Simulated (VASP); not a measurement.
VO2: single point with r2SCAN+U

Crystal: VO2.

```xyz
6
Lattice="4.5170 0.0000 0.0000 0.0000 4.5170 0.0000 0.0000 0.0000 2.8720" Properties=species:S:1:pos:R:3 pbc="T T T"
O     1.3551    1.3551    0.0000
O     0.9034    3.6136    1.4360
O     3.1619    3.1619    0.0000
O     3.6136    0.9034    1.4360
V     0.0000    0.0000    0.0000
V     2.2585    2.2585    1.4360
```

- Program: VASP 6.6.1
- Task: single point
- Functional: r2SCAN
- Potentials or basis: VASP PAW PBE potentials, release 64 (O, V_sv)
- Cutoff: 660 eV
- k mesh: 4 × 4 × 6
- Occupations: fermi-dirac, width 0.03 eV
- Spin: collinear spin, ferromagnetic start
- Starting moments: [0.0, 0.0, 0.0, 0.0, 1.1, 1.1] μB
- Fixed moment: 2.2 μB
- Hubbard terms: V d U = 1.9 eV

```json
{
 "Pressure": "7.6 GPa",
 "Largest force": "0.370 eV/Å",
 "Net moment": "2.20 μB per cell",
 "Site moments": "O -0.02; V +1.10 μB",
 "Valence electrons inside the program's atomic spheres": "O 5.11; V 11.43"
}
```

Forces in eV/Å, atoms in the order of the input:
```
O   -0.261 -0.261  0.000
O    0.261 -0.261  0.000
O    0.261  0.261  0.000
O   -0.261  0.261  0.000
V    0.000  0.000  0.000
V    0.000  0.000  0.000
```

Stress tensor (GPa, compression positive):
```
 2.20  0.00  0.00
 0.00  2.20  0.00
 0.00  0.00 18.28
```

Eigenvalues of the final occupation matrices:
| site | spin | trace | eigenvalues |
| --- | --- | --- | --- |
| site 5 d | 1 | 1.95 | 0.16 0.19 0.30 0.38 0.93 |
| site 5 d | 2 | 0.87 | 0.07 0.11 0.11 0.29 0.29 |
| site 6 d | 1 | 1.95 | 0.16 0.19 0.30 0.38 0.93 |
| site 6 d | 2 | 0.87 | 0.07 0.11 0.11 0.29 0.29 |

It took 9.8 min on 1 thread of Oxide Virtual Turin-like Processor (shared host), peak memory 0.27 GiB.

Caveat: the k points lie up to 0.36 Å⁻¹ apart; the PAW data sets were made with another functional, which shifts forces and pressure a little; the total moment is fixed, so each spin has its own Fermi level and the state may be an excited one. The state reached can hang on the start; a lower one may exist.
